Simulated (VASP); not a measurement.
Input of a VASP 6.6.1 run:

Contents of INCAR:

```
PREC = Accurate
ENCUT = 600
EDIFF = 1E-7
ISMEAR = -1
SIGMA = 0.05
LREAL = False
LASPH = True
NELM = 80
ALGO = Normal
ISIF = 3
LWAVE = False
LCHARG = False
GGA = CA
IBRION = 2
NSW = 60
EDIFFG = -0.005
```

The input KPOINTS:

```
Automatic mesh
0
Gamma
  11 11 11
```

Contents of POSCAR:

```
HgTe
1.0
    0.0000000000      3.1072325060      3.1072325060
    3.1072325060      0.0000000000      3.1072325060
    3.1072325060      3.1072325060      0.0000000000
Hg Te
1 1
Direct
    0.0000000000      0.0000000000      0.0000000000
    0.2500000000      0.2500000000      0.2500000000
```

Potentials or basis: VASP PAW LDA potentials, release 64 (Hg, Te).

Command:

```console
$ cat potpaw_LDA.64/Hg/POTCAR potpaw_LDA.64/Te/POTCAR > POTCAR
$ mpirun -np 1 vasp_std > vasp.out
```

Predict the space group after relaxing (to 0.1 Å).

F-43m (No. 216).

Estimate the relaxed cell.

a = 4.559 Å, b = 4.559 Å, c = 4.559 Å, α = 60.00°, β = 60.00°, γ = 60.00°.

Predict the band gap on the k mesh.

zero (filled and empty bands touch).

What does it give for the relaxed volume?

33.50 Å³/atom.

Step by step:
| step | energy change (eV) | largest force (eV/Å) | pressure (GPa) | volume (Å³) |
| --- | --- | --- | --- | --- |
| 1 | 0.0000 | 0.0000 | 6.93 | 60.00 |
| 2 | -0.0880 | 0.0000 | -2.83 | 71.99 |
| 3 | -0.1356 | 0.0000 | -0.01 | 67.01 |

Caveat: semilocal functionals underestimate gaps, so a narrow gap can read as zero; spin-orbit coupling is left out, which moves the levels of the heavy elements.
